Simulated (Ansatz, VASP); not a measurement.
## Two plane-wave programs on Al

File INCAR:

```
SYSTEM = Al
ALGO     = Fast           ! electronic algorithm
EDIFF    = 1E-7           ! SCF threshold, eV
EDIFFG   = -0.01          ! ionic threshold
ENCUT    = 600            ! plane-wave cutoff, eV
GGA      = PE             ! functional
IBRION   = 2              ! ionic algorithm
ISIF     = 3              ! what is computed and relaxed
ISMEAR   = 0              ! smearing method
LASPH    = .True.         ! aspherical terms in the spheres
LCHARG   = .False.        ! write CHGCAR
LREAL    = .False.        ! projectors in reciprocal space
LWAVE    = .False.        ! write WAVECAR
NELM     = 80             ! most SCF steps
NSW      = 80             ! ionic steps
PREC     = Accurate       ! precision mode
SIGMA    = 0.1            ! smearing width, eV
```

File KPOINTS:

```
k-points
0
Gamma
  14 10 10
  0 0 0
```

POSCAR

```
Al
1.0
    2.8342093374      0.0000000000      0.0094440298
    0.0000000000      4.0059614289      0.0000000000
   -0.0219972504      0.0000000000      4.0047285306
Al
2
Direct
    1.0001822423      0.7500000000      0.7499297063
   -0.0001822423      0.2500000000      0.2500702937
```

Input for Ansatz:

```yaml
crystal:
  lattice:
    - [2.8342093374, 0.0, 0.0094440298]
    - [0.0, 4.0059614289, 0.0]
    - [-0.0219972504, 0.0, 4.0047285306]
  atoms:
    - { symbol: Al, position: [1.0001822423, 0.75, 0.7499297063] }
    - { symbol: Al, position: [-0.0001822423, 0.25, 0.2500702937] }
basis:
  ecutwfc: 420
kpoints:
  mp_grid: { grid: [14, 10, 10] }
hamiltonian:
  xc: pbe
scf:
  occupations: { method: gaussian, width: 0.1 }
output:
  forces: true
  stress: true
  eigenvalues: true
relax:
  adjacent_minimum: "off"
  f_tol: 0.01
  max_steps: 60
  cell: { stress_tol: 0.1 }
```

Alike in both runs: task relaxation of cell and atoms; functional PBE; k mesh 14 × 10 × 10; occupations gaussian, width 0.1 eV; no spin polarisation.

```csv
,VASP,Ansatz
version,VASP 6.6.1,Ansatz 0.2.0
potentials or method,"VASP PAW PBE potentials, release 64 (Al), cutoff 600 eV","scalar-relativistic, plane waves, PAW"
valence electrons in the cell,6,6
```

|  | VASP | Ansatz | Ansatz less VASP |
| --- | --- | --- | --- |
| gap on the k mesh at the Fermi level, each at its own relaxed structure (eV) | none | none | - |
| relaxed volume (Å³/atom) | 16.52 | 16.53 | +0.015 |
| relaxed length of the cell vector where the two differ most in proportion (Å) | 4.116 | 2.852 | -1.2630 |

A gap of «none» marks a metal or a gap that the smearing closes. One of these differences is far larger than is usual between the two programs; its cause wasn't traced.

Noted on VASP's run: the volume moved by over 15 % at a fixed basis, so the end points are rough.
